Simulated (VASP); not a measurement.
# AlCu (Cmmm) in VASP: a series of runs, part 3 of 3

VASP 6.6.1. The steps go on from the part before.

## 6. Overview

| cell | further INCAR settings | gap on the mesh (eV) | pressure (GPa) |
| --- | --- | --- | --- |
| a = 2.956 Å, angles 90.0, 90.0, 89.1°, 2 atoms | ALGO = Fast; EDIFF = 1e-07; NBANDS = 14 | none | 0.5 |
| a = 2.957 Å, angles 90.0, 90.0, 87.9°, 2 atoms | ALGO = Fast; EDIFF = 1e-06; NBANDS = 14 | none | 0.1 |
| a = 2.956 Å, angles 90.0, 90.0, 88.7°, 2 atoms | ALGO = Fast; EDIFF = 1e-07; NBANDS = 14 | none | 0.4 |
| a = 2.956 Å, angles 90.0, 90.0, 89.6°, 2 atoms | ALGO = Fast; EDIFF = 1e-06; NBANDS = 14 | none | 0.3 |

Alike in all rows: task single point; level PBEsol; potentials or basis VASP PAW PBE potentials, release 64 (Al, Cu); no spin polarisation; k mesh 20 × 20 × 20; cutoff (eV) 520; smearing gaussian 0.15 eV.

Caveats: the PAW data sets were made with another functional, which shifts forces and pressure a little.

Total energies depend on the potentials used, so only differences within one code and one set of settings carry meaning.
